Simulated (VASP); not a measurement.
Re: relaxation of cell and atoms with PBEsol

Re:

```
Re
1.0
     4.14790    0.00000    0.00000
    -2.07395    3.59218    0.00000
     0.00000    0.00000    2.57170
Re
3
Direct
  0.00000 0.00000 0.00000
  0.33333 0.66667 0.50000
  0.66667 0.33333 0.50000
```

This isn't the form of Re at room conditions, which is hcp.

- Program: VASP 6.6.1
- Task: relaxation of cell and atoms
- Functional: PBEsol
- Potentials or basis: VASP PAW PBE potentials, release 64 (Re)
- Cutoff: 600 eV
- k mesh: 9 × 9 × 12
- Occupations: fermi-dirac, width 0.1 eV
- Spin: no spin polarisation
- Target pressure: 70 GPa
- Dipole correction: no
- Further INCAR settings: ALGO = Normal; EDIFF = 1e-06; IBRION = 2; EDIFFG = -0.005; NSW = 60; ISIF = 3

```json
{
 "Relaxed volume": "12.90 Å³/atom",
 "Relaxed cell": "a = 4.159 Å, b = 4.159 Å, c = 2.583 Å, α = 90.00°, β = 90.00°, γ = 120.00°",
 "Space group after relaxing (to 0.1 Å)": "P6/mmm (No. 191)",
 "Energy change on relaxing (the run minimises the enthalpy)": "-57.1 meV/atom",
 "Ionic steps": "9",
 "Pressure after relaxing": "70.0 GPa",
 "Band gap on the k mesh": "zero (an odd number of electrons rules out a gap without spin polarisation)"
}
```

Step by step:
```
step  energy change (eV)  largest force (eV/Å)  pressure (GPa)  volume (Å³)
   1              0.0000                0.0000           76.55        38.32
   2             -0.9789                0.0000           31.73        41.29
   3             -0.1768                0.0000           69.78        38.71
   4             -0.1722                0.0000           69.88        38.69
   5             -0.1688                0.0000           70.02        38.69
   6             -0.1677                0.0000           70.19        38.69
   7             -0.1686                0.0000           70.11        38.69
   8             -0.1840                0.0000           69.51        38.72
   9             -0.1714                0.0000           69.97        38.69
```

Final structure:
```
Re
1.0
     4.15881    0.00000    0.00000
    -2.07941    3.60164    0.00000
     0.00000    0.00000    2.58322
Re
3
Direct
  0.00000 0.00000 0.00000
  0.33333 0.66667 0.50000
  0.66667 0.33333 0.50000
```

Levels at points of the mesh, in eV from the Fermi level:
```csv
k point,band 8,band 9,band 10,band 11,band 12,band 13
"(0.00, 0.00, 0.00)",-2.48,-1.11,-1.11,-0.01,-0.01,0.06
"(0.00, 0.00, 0.50)",-1.38,-0.84,-0.84,3.44,3.44,4.65
```

Wall time 6.5 min on 1 thread of AMD EPYC 7R13, on a shared host, peak memory 0.22 GiB.

Caveat: the cell is relaxed towards a set pressure, so the run minimises the enthalpy, not the energy; the highest band is partly filled, so the run has too few bands; the PAW data sets were made with another functional, which shifts forces and pressure a little; spin-orbit coupling is left out, which moves the levels of the heavy elements.
